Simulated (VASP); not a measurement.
# HfGa2As2 (P6mm) in VASP: further runs

The runs below take HfGa2As2 through single point, with PBE.

Everything below comes from runs of VASP 6.6.1. Logs are shortened: lines on timing, memory, paths and dates and some standing lists are left out, and cuts for length are marked.

**1. The cell of the first run**

It takes space group P6mm (No. 183, hexagonal). The conventional cell has a = 4.657 Å, b = 4.657 Å, c = 5.410 Å, α = 90.00°, β = 90.00°, γ = 120.00°. Within 3.9 Å of Hf (site symmetry 6mm) lie 6 As at 2.93 Å and 6 Ga at 3.14 Å. Within 3.4 Å of Ga (site symmetry 3m) lie 2 As at 2.60 to 2.81 Å and 3 Ga at 2.69 Å and 3 Hf at 3.14 Å. As (site symmetry 3m) has 2 Ga at 2.60 to 2.81 Å and 3 As at 2.69 Å and 3 Hf at 2.93 Å within 3.4 Å.

The cell was generated, and may not be a known phase.

**2. Single point, PBE**

Input file INCAR:

```
  PREC = Accurate
  ENCUT = 520
  EDIFF = 1E-6
  ISMEAR = 0
  SIGMA = 0.1
  LREAL = False
  LASPH = True
  NELM = 80
  ALGO = Normal
  ISIF = 2
  LWAVE = False
  LCHARG = True
  GGA = PE
  LELF = True
  LVHAR = True
  NBANDS = 31
```

Input file KPOINTS:

```
regular mesh
0
Gamma
  6 6 2
```

Input file POSCAR:

```
HfGa2As2
1.0
    4.6573853147      0.0000000000      0.0000000000
   -2.3286926573      4.0334139977      0.0000000000
    0.0000000000      0.0000000000      5.4103091839
Hf Ga As
1 2 2
Direct
    0.0000000000      0.0000000000      0.0899406387
    0.3333333333      0.6666666667      0.7885342890
    0.6666666667      0.3333333333      0.7885342890
    0.3333333333      0.6666666667      0.3073115717
    0.6666666667      0.3333333333      0.3073115717
```

Potentials or basis: VASP PAW PBE potentials, release 64 (Hf_pv, Ga_d, As).

The run is started by

```bash
cat potpaw_PBE.64/Hf_pv/POTCAR potpaw_PBE.64/Ga_d/POTCAR potpaw_PBE.64/As/POTCAR > POTCAR
mpirun -np 1 vasp_std > vasp.out
```

OUTCAR:

```text
PREC = Accurate
   ENCUT = 520
   EDIFF = 1E-6
   ISMEAR = 0
   LREAL = False
   LASPH = True
   NELM = 80
   ISIF = 2
   GGA = PE

 ion  position               nearest neighbor table
   1  0.000  0.000  0.090-   4 2.93   5 2.93   4 2.93   5 2.93   5 2.93   4 2.93   2 3.14   3 3.14
                             2 3.14   3 3.14   2 3.14   3 3.14
   2  0.333  0.667  0.789-   4 2.60   3 2.69   3 2.69   3 2.69   4 2.81   1 3.14   1 3.14   1 3.14

   3  0.667  0.333  0.789-   5 2.60   2 2.69   2 2.69   2 2.69   5 2.81   1 3.14   1 3.14   1 3.14

   4  0.333  0.667  0.307-   2 2.60   5 2.69   5 2.69   5 2.69   2 2.81   1 2.93   1 2.93   1 2.93

   5  0.667  0.333  0.307-   3 2.60   4 2.69   4 2.69   4 2.69   3 2.81   1 2.93   1 2.93   1 2.93

  LATTYP: Found a hexagonal cell.
 ALAT       =     4.6573853147
 C/A-ratio  =     1.1616623531

  Lattice vectors:

 A1 = (   4.6573853147,   0.0000000000,   0.0000000000)
 A2 = (  -2.3286926573,   4.0334139977,   0.0000000000)
 A3 = (   0.0000000000,   0.0000000000,   5.4103091839)

Analysis of symmetry for initial positions (statically):
=====================================================================
 Subroutine PRICEL returns:
 Original cell was already a primitive cell.

 Routine SETGRP: Setting up the symmetry group for a
 hexagonal supercell.

 Subroutine GETGRP returns: Found 12 space group operations
 (whereof 12 operations were pure point group operations)
 out of a pool of 24 trial point group operations.

The static configuration has the point symmetry C_6v.

Analysis of symmetry for dynamics (positions and initial velocities):
=====================================================================
 Subroutine PRICEL returns:
 Original cell was already a primitive cell.

 Routine SETGRP: Setting up the symmetry group for a
 hexagonal supercell.

 Subroutine GETGRP returns: Found 12 space group operations
 (whereof 12 operations were pure point group operations)
 out of a pool of 24 trial point group operations.

The dynamic configuration has the point symmetry C_6v.

 Subroutine INISYM returns: Found 12 space group operations
 (whereof 12 operations are pure point group operations),
 and found     1 'primitive' translations

----------------------------------------------------------------------------------------

                                     Primitive cell

  volume of cell :     101.6335

  direct lattice vectors                    reciprocal lattice vectors
     4.657385315  0.000000000  0.000000000     0.214712748  0.123964463  0.000000000
    -2.328692657  4.033413998  0.000000000     0.000000000  0.247928926  0.000000000
     0.000000000  0.000000000  5.410309184     0.000000000  0.000000000  0.184832320

  length of vectors
     4.657385315  4.657385315  5.410309184     0.247928926  0.247928926  0.184832320

  position of ions in fractional coordinates (direct lattice)
     0.000000000  0.000000000  0.089940639
     0.333333333  0.666666667  0.788534289
     0.666666667  0.333333333  0.788534289
     0.333333333  0.666666667  0.307311572
     0.666666667  0.333333333  0.307311572

  ion indices of the primitive-cell ions
   primitive index   ion index
                 1           1
                 2           2
                 3           3
                 4           4
                 5           5

----------------------------------------------------------------------------------------

 KPOINTS: regular mesh

Automatic generation of k-mesh.
 Grid dimensions read from file:
 generate k-points for:    6    6    2

 Generating k-lattice:

  Cartesian coordinates                     Fractional coordinates (reciprocal lattice)
     0.035785458  0.020660744  0.000000000     0.166666667  0.000000000  0.000000000
     0.000000000  0.041321488  0.000000000     0.000000000  0.166666667  0.000000000
     0.000000000  0.000000000  0.092416160     0.000000000  0.000000000  0.500000000

  Length of vectors
     0.041321488  0.041321488  0.092416160

  Shift w.r.t. Gamma in fractional coordinates (k-lattice)
     0.000000000  0.000000000  0.000000000

 Subroutine IBZKPT returns following result:
 ===========================================

 Found     14 irreducible k-points:

 Following reciprocal coordinates:
            Coordinates               Weight
  0.000000  0.000000  0.000000      1.000000
  0.166667  0.000000  0.000000      6.000000
  0.333333  0.000000  0.000000      6.000000
  0.500000  0.000000  0.000000      3.000000
  0.166667  0.166667  0.000000      6.000000
  0.333333  0.166667  0.000000     12.000000
  0.333333  0.333333  0.000000      2.000000
  0.000000  0.000000  0.500000      1.000000
  0.166667  0.000000  0.500000      6.000000
  0.333333  0.000000  0.500000      6.000000
  0.500000  0.000000  0.500000      3.000000
  0.166667  0.166667  0.500000      6.000000
  0.333333  0.166667  0.500000     12.000000
  0.333333  0.333333  0.500000      2.000000
   k-points           NKPTS =     14   k-points in BZ     NKDIM =     14   number of bands    NBANDS=     31
   number of dos      NEDOS =    301   number of ions     NIONS =      5
   total plane-waves  NPLWV =  51840
   dimension x,y,z NGX =    36 NGY =   36 NGZ =   40
   dimension x,y,z NGXF=    72 NGYF=   72 NGZF=   80
   ions per type =               1   2   2
   NGX,Y,Z   is equivalent  to a cutoff of  12.85, 12.85, 12.29 a.u.
   NGXF,Y,Z  is equivalent  to a cutoff of  25.70, 25.70, 24.58 a.u.
 SYSTEM =  unknown system
   PREC   = accura    normal or accurate (medium, high low for compatibility)
   ISTART =      0    job   : 0-new  1-cont  2-samecut
   ICHARG =      2    charge: 1-file 2-atom 10-const
   ISPIN  =      1    spin polarized calculation?
   LNONCOLLINEAR =      F non collinear calculations
   LSORBIT =      F    spin-orbit coupling
   LASPH  =      T    aspherical Exc in radial PAW
   ENCUT  =  520.0 eV  38.22 Ry    6.18 a.u.   8.66  8.66 10.06*2*pi/ulx,y,z
   NELM   =     80;   NELMIN=  2; NELMDL= -5     # of ELM steps
   EDIFF  = 0.1E-05   stopping-criterion for ELM
   LREAL  =      F    real-space projection
   EDIFFG = 0.1E-04   stopping-criterion for IOM
   NSW    =      0    number of steps for IOM
   IBRION =     -1    ionic relax: 0-MD 1-quasi-New 2-CG
   NFREE  =      0    steps in history (QN), initial steepest desc. (CG)
   ISIF   =      2    stress and relaxation
   ISYM   =      2    0-nonsym 1-usesym 2-fastsym
   POTIM  = 0.5000    time-step for ionic-motion
   TEBEG  =    0.0;   TEEND  =   0.0 temperature during run
   PSTRESS=    0.0 pullay stress
   NELECT =      46.0000    total number of electrons
   NUPDOWN=      -1.0000    fix difference up-down
   EMIN   =  10.00;   EMAX   =-10.00  energy-range for DOS
   EFERMI =   0.00;   METHOD = LEGACY
   ISMEAR =     0;   SIGMA  =   0.10  broadening in eV -4-tet -1-fermi 0-gaus
   EFERMI_NEDOS =   21; number of points for ismear=-14 and -15
   IALGO  =     38    algorithm
   IMIX   =      4    mixing-type and parameters
     AMIX     =   0.40;   BMIX     =  1.00
     AMIX_MAG =   1.60;   BMIX_MAG =  1.00
  volume/ion in A,a.u.               =      20.33       137.17
  Fermi-wavevector in a.u.,A,eV,Ry     =   1.256942  2.375275 21.495873  1.579902
  Thomas-Fermi vector in A             =   2.390625
   LORBIT       =      0    0 simple, 1 ext, 2 COOP (PROOUT), +10 PAW based schemes
   GGA     = PE    functional components
   LHFCALC =     F    Hartree Fock is set to
   AEXX    =    0.0000 exact exchange contribution
   IVDW    =     0    specifies the selected vdW correction
   LEPSILON=     F    determine dielectric tensor
   LRPA    =     F    only Hartree local field effects (RPA)
 non-spin polarized calculation
 Gauss-broadening in eV      SIGMA  =   0.10
  energy-cutoff  :      520.00
  volume of cell :      101.63
 maximum number of plane-waves:      2768
 NGX is ok and might be reduce to    36
   NGX = 17   NGY = 17   NGZ = 21

 number of electron      46.0000018 magnetization

 Free energy of the ion-electron system (eV)
  ---------------------------------------------------
  ext. energy  EPLUGINS =         0.00000000
  ---------------------------------------------------
  free energy    TOTEN  =       -25.09392816 eV

  energy without entropy =      -25.07654466  energy(sigma->0) =      -25.08523641

 E-fermi :   5.4855     XC(G=0): -10.6236

 val. band max:        5.4359825853   @ k =   0.1667   0.1667   0.5000
 cond. band min:       5.5013492272   @ k =   0.5000   0.0000   0.0000
 fundamental gap:      0.0653666419
 Fermi energy:         5.4854805534

 k-point     1 :       0.0000    0.0000    0.0000
  band No.  band energies     occupation
      1     -26.0697      2.00000
      2     -25.9199      2.00000
      3     -25.9199      2.00000
      4      -9.6500      2.00000
      5      -9.4837      2.00000
      6      -9.4837      2.00000
[... 23 lines left out ...]
     30       7.9574      0.00000
     31      10.6351      0.00000

 k-point     2 :       0.1667    0.0000    0.0000
  band No.  band energies     occupation
      1     -26.0693      2.00000
      2     -25.9235      2.00000
      3     -25.9207      2.00000
      4      -9.6350      2.00000
      5      -9.4880      2.00000
      6      -9.4822      2.00000
[... 23 lines left out ...]
     30       8.9761      0.00000
     31      11.0641      0.00000

 k-point     3 :       0.3333    0.0000    0.0000
  band No.  band energies     occupation
      1     -26.0682      2.00000
      2     -25.9308      2.00000
      3     -25.9223      2.00000
      4      -9.6027      2.00000
      5      -9.5311      2.00000
      6      -9.5164      2.00000
[... 363 lines left out ...]
     30       9.2188      0.00000
     31       9.9538      0.00000

 k-point    14 :       0.3333    0.3333    0.5000
  band No.  band energies     occupation
      1     -26.0679      2.00000
      2     -25.9298      2.00000
      3     -25.9298      2.00000
      4      -9.5828      2.00000
      5      -9.5309      2.00000
      6      -9.5309      2.00000
[... 23 lines left out ...]
     30      10.0907      0.00000
     31      10.0907      0.00000

------------------------ aborting loop because EDIFF is reached ----------------------------------------

  FORCE on cell =-STRESS in cart. coord.  units (eV):
  Direction    XX          YY          ZZ          XY          YZ          ZX
  --------------------------------------------------------------------------------------
  -------------------------------------------------------------------------------------
  Total        0.0577466      0.0577466      0.0443316      0.0000000     -0.0000000      0.0000000
  in kB        0.9103320      0.9103320      0.6988547      0.0000000     -0.0000000      0.0000000
  external PRESSURE =       0.8398396 kB  Pullay stress =       0.0000000 kB

 VOLUME and BASIS-vectors are now :
 -----------------------------------------------------------------------------
  energy-cutoff  :      520.00
  volume of cell :      101.63
      direct lattice vectors                 reciprocal lattice vectors
     4.657385315  0.000000000  0.000000000     0.214712748  0.123964463  0.000000000
    -2.328692657  4.033413998  0.000000000     0.000000000  0.247928926  0.000000000
     0.000000000  0.000000000  5.410309184     0.000000000  0.000000000  0.184832320

 POSITION                                       TOTAL-FORCE (eV/Angst)
 -----------------------------------------------------------------------------------
      0.00000      0.00000      0.48661         0.000000      0.000000      0.004266
     -0.00000      2.68894      4.26621        -0.000000     -0.000000      0.010920
      2.32869      1.34447      4.26621         0.000000      0.000000      0.010920
     -0.00000      2.68894      1.66265         0.000000      0.000000     -0.013053
      2.32869      1.34447      1.66265         0.000000      0.000000     -0.013053
 -----------------------------------------------------------------------------------
    total drift:                               -0.000000     -0.000000      0.000304

  FREE ENERGIE OF THE ION-ELECTRON SYSTEM (eV)
  ---------------------------------------------------
  free  energy   TOTEN  =       -25.0939281602 eV

  energy  without entropy=      -25.0765446614  energy(sigma->0) =      -25.08523641
```

Run time: 53 s. Hardware: 1 thread of Oxide Virtual Turin-like, shared host; peak memory 0.19 GiB.

Results:

```yaml
Free_energy: -25.0939 eV
Pressure: 0.1 GPa
Largest_force: 0.013 eV/Å
Band_gap_on_the_k_mesh: zero (bands 23 and 24 overlap by 1.21 eV)
```

Forces on the atoms (eV/Å):
```
Hf   0.000  0.000  0.004
Ga   0.000  0.000  0.011
Ga   0.000  0.000  0.011
As   0.000  0.000 -0.013
As   0.000  0.000 -0.013
```

Levels at points of the mesh, in eV from the Fermi level:
```
           k point  band 20  band 21  band 22  band 23  band 24  band 25  band 26  band 27
(0.00, 0.00, 0.00)    -1.10    -1.10    -0.99     0.16     0.56     0.56     0.87     0.98
(0.50, 0.00, 0.00)    -3.77    -3.62    -1.62     0.02     0.63     1.60     1.80     3.18
(0.00, 0.00, 0.50)    -1.56    -1.33    -1.33    -0.98    -0.98     0.09     1.60     1.60
(0.50, 0.00, 0.50)    -2.01    -1.05    -0.59     0.12     1.00     1.11     2.43     2.53
```

Caveat: the k points lie up to 0.58 Å⁻¹ apart, too coarse for converged energies and pressures of a metal; spin-orbit coupling is left out, which moves the levels of the heavy elements.

[end of part 1 of 2]

The gap in the log of VASP goes by the Fermi energy; the results here count the filled bands.